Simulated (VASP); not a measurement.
# CuO (Cccm) in VASP: further runs

CuO is run at these levels: PBEsol; tasks: single point.

All numbers are computed with VASP 6.6.1; they aren't measurements. Logs are shortened: lines on timing, memory, paths and dates and some standing lists are left out, and cuts for length are marked.

### Step 1. The cell of the first run

The structure is orthorhombic, space group Cccm (No. 66). The conventional cell has a = 3.982 Å, b = 4.307 Å, c = 5.156 Å, α = 90.00°, β = 90.00°, γ = 90.00°. Cu (site symmetry 2/m) has 4 O at 1.95 Å within 2.6 Å. Within 2.6 Å of O (site symmetry 222) lie 4 Cu at 1.95 Å and 2 O at 2.58 Å.

### Step 2. Single point, PBEsol

INCAR

```
ALGO = Normal ; EDIFF = 1E-6
ENCUT = 820 ; GGA = PS
GGA_COMPAT = False ; ISIF = 2
ISMEAR = 0 ; LASPH = True
LCHARG = True ; LELF = True
LREAL = False ; LVHAR = True
LWAVE = False ; NBANDS = 33
NELM = 120 ; PREC = Accurate
SIGMA = 0.1
```

KPOINTS

```
k-points
0
Gamma
  4 4 2
```

POSCAR

```
CuO
1.0
    1.9909680000     -2.1535500000      0.0000000000
    1.9909680000      2.1535500000      0.0000000000
    0.0000000000      0.0000000000      5.1559280000
Cu O
2 2
Direct
    0.0000000000      0.5000000000      0.0000000000
    0.5000000000      0.0000000000      0.5000000000
    0.5000000000      0.5000000000      0.2500000000
    0.5000000000      0.5000000000      0.7500000000
```

Potentials or basis: VASP PAW PBE potentials, release 64 (Cu_sv_GW, O).

On the command line:

```
$ cat potpaw_PBE.64/Cu_sv_GW/POTCAR potpaw_PBE.64/O/POTCAR > POTCAR
$ mpirun -np 1 vasp_std > vasp.out
```

OUTCAR:

```text
EDIFF = 1E-6
   ENCUT = 820
   GGA = PS
   ISIF = 2
   ISMEAR = 0
   LASPH = True
   LREAL = False
   NELM = 120
   PREC = Accurate

 ion  position               nearest neighbor table
   1  0.000  0.500  0.000-   3 1.95   4 1.95   3 1.95   4 1.95
   2  0.500  0.000  0.500-   3 1.95   4 1.95   3 1.95   4 1.95
   3  0.500  0.500  0.250-   1 1.95   2 1.95   2 1.95   1 1.95
   4  0.500  0.500  0.750-   1 1.95   2 1.95   2 1.95   1 1.95

  LATTYP: Found a base centered orthorhombic cell.
 ALAT       =     3.9819360000
 B/A-ratio  =     1.0816597755
 C/A-ratio  =     1.2948294498

  Lattice vectors:

 A1 = (   1.9909680000,  -2.1535500000,   0.0000000000)
 A2 = (   1.9909680000,   2.1535500000,   0.0000000000)
 A3 = (   0.0000000000,   0.0000000000,   5.1559280000)

Analysis of symmetry for initial positions (statically):
=====================================================================
 Subroutine PRICEL returns:
 Original cell was already a primitive cell.

 Routine SETGRP: Setting up the symmetry group for a
 base centered orthorhombic supercell.

 Subroutine GETGRP returns: Found  8 space group operations
 (whereof  4 operations were pure point group operations)
 out of a pool of  8 trial point group operations.

The static configuration has the point symmetry C_2h.
 The point group associated with its full space group is D_2h.

Analysis of symmetry for dynamics (positions and initial velocities):
=====================================================================
 Subroutine PRICEL returns:
 Original cell was already a primitive cell.

 Routine SETGRP: Setting up the symmetry group for a
 base centered orthorhombic supercell.

 Subroutine GETGRP returns: Found  8 space group operations
 (whereof  4 operations were pure point group operations)
 out of a pool of  8 trial point group operations.

The dynamic configuration has the point symmetry C_2h.
 The point group associated with its full space group is D_2h.

 Subroutine INISYM returns: Found  8 space group operations
 (whereof  4 operations are pure point group operations),
 and found     1 'primitive' translations

----------------------------------------------------------------------------------------

                                     Primitive cell
[... 79 lines left out ...]
   LNONCOLLINEAR =      F non collinear calculations
   LSORBIT =      F    spin-orbit coupling
   LASPH  =      T    aspherical Exc in radial PAW
   ENCUT  =  820.0 eV  60.27 Ry    7.76 a.u.   6.85  6.85 12.04*2*pi/ulx,y,z
   NELM   =    120;   NELMIN=  2; NELMDL= -5     # of ELM steps
   EDIFF  = 0.1E-05   stopping-criterion for ELM
   LREAL  =      F    real-space projection
   EDIFFG = 0.1E-04   stopping-criterion for IOM
   NSW    =      0    number of steps for IOM
   IBRION =     -1    ionic relax: 0-MD 1-quasi-New 2-CG
   NFREE  =      0    steps in history (QN), initial steepest desc. (CG)
   ISIF   =      2    stress and relaxation
   ISYM   =      2    0-nonsym 1-usesym 2-fastsym
   POTIM  = 0.5000    time-step for ionic-motion
   TEBEG  =    0.0;   TEEND  =   0.0 temperature during run
   PSTRESS=    0.0 pullay stress
   NELECT =      50.0000    total number of electrons
   NUPDOWN=      -1.0000    fix difference up-down
   EMIN   =  10.00;   EMAX   =-10.00  energy-range for DOS
   EFERMI =   0.00;   METHOD = LEGACY
   ISMEAR =     0;   SIGMA  =   0.10  broadening in eV -4-tet -1-fermi 0-gaus
   EFERMI_NEDOS =   21; number of points for ismear=-14 and -15
   IALGO  =     38    algorithm
   IMIX   =      4    mixing-type and parameters
     AMIX     =   0.40;   BMIX     =  1.00
     AMIX_MAG =   1.60;   BMIX_MAG =  1.00
  volume/ion in A,a.u.               =      11.05        74.59
  Fermi-wavevector in a.u.,A,eV,Ry     =   1.705609  3.223134 39.580735  2.909102
  Thomas-Fermi vector in A             =   2.784798
   LORBIT       =      0    0 simple, 1 ext, 2 COOP (PROOUT), +10 PAW based schemes
   GGA     = PS    functional components
   LHFCALC =     F    Hartree Fock is set to
   AEXX    =    0.0000 exact exchange contribution
   IVDW    =     0    specifies the selected vdW correction
   LEPSILON=     F    determine dielectric tensor
   LRPA    =     F    only Hartree local field effects (RPA)
 non-spin polarized calculation
 Gauss-broadening in eV      SIGMA  =   0.10
  energy-cutoff  :      820.00
  volume of cell :       44.21
 maximum number of plane-waves:      2384
   NGX = 13   NGY = 13   NGZ = 25

 number of electron      49.9999989 magnetization

 Free energy of the ion-electron system (eV)
  ---------------------------------------------------
  ext. energy  EPLUGINS =         0.00000000
  ---------------------------------------------------
  free energy    TOTEN  =       -21.73292449 eV

  energy without entropy =      -21.72593393  energy(sigma->0) =      -21.72942921

 E-fermi :   4.7083     XC(G=0): -11.9522

 val. band max:        4.6438309872   @ k =   0.5000   0.2500   0.5000
 cond. band min:       4.8858023380   @ k =   0.0000   0.0000   0.5000
 fundamental gap:      0.2419713507
 Fermi energy:         4.7083323595

 k-point     1 :       0.0000    0.0000    0.0000
  band No.  band energies     occupation
      1    -107.5761      2.00000
      2    -107.5757      2.00000
      3     -65.2175      2.00000
      4     -65.2172      2.00000
      5     -65.1931      2.00000
      6     -65.1875      2.00000
[... 493 lines left out ...]
     32      16.4515      0.00000
     33      20.0172      0.00000

------------------------ aborting loop because EDIFF is reached ----------------------------------------

  FORCE on cell =-STRESS in cart. coord.  units (eV):
  Direction    XX          YY          ZZ          XY          YZ          ZX
  --------------------------------------------------------------------------------------
  -------------------------------------------------------------------------------------
  Total       -1.3079487     -1.7564948     -2.6456339      0.0000000      0.0000000      0.0000000
  in kB      -47.3963827    -63.6504352    -95.8703375      0.0000000      0.0000000      0.0000000
  external PRESSURE =     -68.9723851 kB  Pullay stress =       0.0000000 kB

 VOLUME and BASIS-vectors are now :
 -----------------------------------------------------------------------------
  energy-cutoff  :      820.00
  volume of cell :       44.21
      direct lattice vectors                 reciprocal lattice vectors
     1.990968000 -2.153550000  0.000000000     0.251134122 -0.232174781  0.000000000
     1.990968000  2.153550000  0.000000000     0.251134122  0.232174781  0.000000000
     0.000000000  0.000000000  5.155928000     0.000000000  0.000000000  0.193951506

 POSITION                                       TOTAL-FORCE (eV/Angst)
 -----------------------------------------------------------------------------------
      0.99548      1.07678      0.00000        -0.000000     -0.000000     -0.000000
      0.99548     -1.07678      2.57796         0.000000     -0.000000     -0.000000
      1.99097      0.00000      1.28898        -0.000000      0.000000      0.000000
      1.99097      0.00000      3.86695        -0.000000     -0.000000      0.000000
 -----------------------------------------------------------------------------------
    total drift:                                0.000000      0.000000      0.000000

  FREE ENERGIE OF THE ION-ELECTRON SYSTEM (eV)
  ---------------------------------------------------
  free  energy   TOTEN  =       -21.7329244924 eV

  energy  without entropy=      -21.7259339329  energy(sigma->0) =      -21.72942921
```

OSZICAR:

```text
N       E                     dE             d eps       ncg     rms          rms(c)
DAV:   1     0.105870950600E+04    0.10587E+04   -0.40137E+04  1446   0.575E+03
DAV:   2     0.877098081147E+02   -0.97100E+03   -0.93507E+03  1546   0.138E+03
DAV:   3    -0.224217881855E+02   -0.11013E+03   -0.10745E+03  1781   0.503E+02
DAV:   4    -0.275260610512E+02   -0.51043E+01   -0.50718E+01  1508   0.129E+02
DAV:   5    -0.277622238444E+02   -0.23616E+00   -0.23598E+00  1608   0.231E+01    0.178E+01
DAV:   6    -0.270397763925E+02    0.72245E+00   -0.51902E+01  1576   0.360E+02    0.176E+01
DAV:   7    -0.216820704962E+02    0.53577E+01   -0.17718E+01  1528   0.290E+02    0.382E+00
DAV:   8    -0.217524771208E+02   -0.70407E-01   -0.15233E+00  1472   0.109E+01    0.189E+00
DAV:   9    -0.217343383849E+02    0.18139E-01   -0.58870E-02  1696   0.103E+01    0.417E-01
DAV:  10    -0.217328616208E+02    0.14768E-02   -0.49428E-03  1624   0.247E+00    0.164E-01
DAV:  11    -0.217329818134E+02   -0.12019E-03   -0.10555E-03  1784   0.920E-01    0.696E-02
DAV:  12    -0.217329239269E+02    0.57887E-04   -0.21222E-04  1648   0.315E-01    0.117E-02
DAV:  13    -0.217329241219E+02   -0.19499E-06   -0.23027E-05  1512   0.170E-01    0.533E-03
DAV:  14    -0.217329244924E+02   -0.37059E-06   -0.62146E-07   648   0.662E-02
   1 F= -.21732924E+02 E0= -.21729429E+02  d E =-.699056E-02
```

stdout:

```text
POSCAR found type information on POSCAR CuO
 POSCAR found :  2 types and       4 ions
 scaLAPACK will be used
 -----------------------------------------------------------------------------
|                                                                             |
|                                                                             |
|     You enforced a specific xc type in the INCAR file but a different       |
|     I HOPE YOU KNOW WHAT YOU ARE DOING!                                     |
|                                                                             |
 -----------------------------------------------------------------------------

 LDA part: xc-table for (Slater+PW92), standard interpolation
 POSCAR, INCAR and KPOINTS ok, starting setup
 FFT: planning ... GRIDC
 FFT: planning ... GRID_SOFT
 FFT: planning ... GRID
 WAVECAR not read
 entering main loop
```

Wall time 37 s (1 thread of AMD EPYC 7R13 (Zen 3), shared host); peak memory 0.18 GiB.

Results:

```yaml
Free_energy: -21.7329 eV
Pressure: -6.9 GPa
Band_gap_on_the_k_mesh: zero (bands 25 and 26 overlap by 1.08 eV)
```

Caveat: the k points lie up to 0.61 Å⁻¹ apart, too coarse for converged energies and pressures of a metal; the PAW data sets were made with another functional, which shifts forces and pressure a little; semilocal functionals often make such compounds metallic where correlation or magnetic order opens a gap, which also shifts bond lengths.

### Step 3. Single point, PBEsol

INCAR

```
SYSTEM = CuO
  PREC = Accurate
  ENCUT = 820
  EDIFF = 1E-6
  ISMEAR = 0
  SIGMA = 0.1
  LREAL = .FALSE.
  LASPH = .TRUE.
  NELM = 120
  ALGO = Normal
  ISIF = 2
  LWAVE = .FALSE.
  LCHARG = .FALSE.
  GGA = PS
  NBANDS = 33
  GGA_COMPAT = .FALSE.
```

KPOINTS

```
Automatic mesh
0
G
  8 8 4
  0 0 0
```

POSCAR is that of step 2.

Potentials or basis: VASP PAW PBE potentials, release 64 (Cu_sv_GW, O).

On the command line:

```
$ cat potpaw_PBE.64/Cu_sv_GW/POTCAR potpaw_PBE.64/O/POTCAR > POTCAR
$ mpirun -np 1 vasp_std > vasp.out
```

Run time: 84 s. Hardware: 1 thread of Intel Xeon 6975P-C (Granite Rapids), shared host; peak memory 0.32 GiB.

The run converged. Its results:

```yaml
Free_energy: -21.6529 eV
Pressure: -6.8 GPa
Band_gap_on_the_k_mesh: zero (bands 25 and 26 overlap by 1.10 eV)
```

Stress tensor (GPa, compression positive):
```
-5.38  0.00  0.00
 0.00 -6.93  0.00
 0.00  0.00 -8.24
```

Levels at points of the mesh, in eV from the Fermi level:
| k point | band 23 | band 24 | band 25 | band 26 | band 27 | band 28 |
| --- | --- | --- | --- | --- | --- | --- |
| (0.00, 0.00, 0.00) | -2.30 | -1.90 | 0.56 | 0.74 | 1.30 | 5.91 |
| (0.50, 0.00, 0.00) | -1.57 | -1.52 | 0.19 | 0.43 | 3.52 | 5.80 |
| (0.50, 0.50, 0.00) | -1.63 | -1.22 | -1.17 | 1.10 | 2.01 | 7.09 |
| (0.00, 0.00, 0.50) | -1.56 | -1.56 | 0.08 | 0.08 | 3.37 | 3.37 |
| (0.50, 0.00, 0.50) | -2.01 | -1.82 | -0.18 | 0.65 | 4.18 | 5.79 |
| (0.50, 0.50, 0.50) | -1.42 | -1.42 | -0.54 | -0.54 | 3.89 | 3.89 |

Caveat: the cell stands under tension; the PAW data sets were made with another functional, which shifts forces and pressure a little; semilocal functionals often make such compounds metallic where correlation or magnetic order opens a gap, which also shifts bond lengths.

### Step 4. Single point, PBEsol

INCAR

```
SYSTEM = CuO
PREC = Accurate ; ENCUT = 820
EDIFF = 1E-6 ; ISMEAR = 0
SIGMA = 0.1 ; LREAL = .FALSE.
LASPH = .TRUE. ; NELM = 120
ALGO = Normal ; ISIF = 2
LWAVE = .FALSE. ; LCHARG = .TRUE.
GGA = PS ; LELF = .TRUE.
LVHAR = .TRUE. ; NBANDS = 33
GGA_COMPAT = .FALSE.
```

KPOINTS

```
Automatic mesh
0
Gamma
  10 10 6
  0.5 0.5 0.5
```

POSCAR is that of step 3.

On the command line:

```
$ cat potpaw_PBE.64/Cu_sv_GW/POTCAR potpaw_PBE.64/O/POTCAR > POTCAR
$ mpirun -np 1 vasp_std > vasp.out
```

Run time: 4.2 min. Hardware: 1 thread of Intel Xeon Platinum 8259CL at 2.50GHz (Skylake/Cascade Lake), shared host; peak memory 0.37 GiB.

It converged, with:

* Free energy: -21.6455 eV
* Pressure: -6.8 GPa
* Band gap on the k mesh: zero (bands 25 and 26 overlap by 0.84 eV)

Stress tensor (GPa, compression positive):
```
-5.23  0.00  0.00
 0.00 -6.82  0.00
 0.00  0.00 -8.42
```

Levels at points of the mesh, in eV from the Fermi level:
```csv
k point,band 21,band 22,band 23,band 24,band 25,band 26,band 27,band 28,band 29,band 30
"(0.05, 0.05, 0.08)",-2.32,-2.29,-2.25,-1.86,0.47,0.70,1.61,5.84,7.42,12.63
```

Caveat: the cell stands under tension; the PAW data sets were made with another functional, which shifts forces and pressure a little; semilocal functionals often make such compounds metallic where correlation or magnetic order opens a gap, which also shifts bond lengths. With open d or f shells a metallic result of PBEsol can be an artefact of self-interaction; +U or a hybrid may open a gap.

### Step 5. Overview

| k mesh | gap on the mesh (eV) | pressure (GPa) |
| --- | --- | --- |
| 4 × 4 × 2 | none | -6.9 |
| 8 × 8 × 4 | none | -6.8 |
| 10 × 10 × 6, shifted | none | -6.8 |

Alike in all rows: task single point; level PBEsol; potentials or basis VASP PAW PBE potentials, release 64 (Cu_sv_GW, O); no spin polarisation; cell as given; cutoff (eV) 820; smearing gaussian 0.1 eV.

Caveats: some runs use coarse meshes; the PAW data sets were made with another functional, which shifts forces and pressure a little; semilocal functionals often make such compounds metallic where correlation or magnetic order opens a gap, which also shifts bond lengths; the cell stands under tension (at least some runs).

Absolute energies hang on the potentials; compare differences alone.

The gap in the log of VASP goes by the Fermi energy; the results here count the filled bands.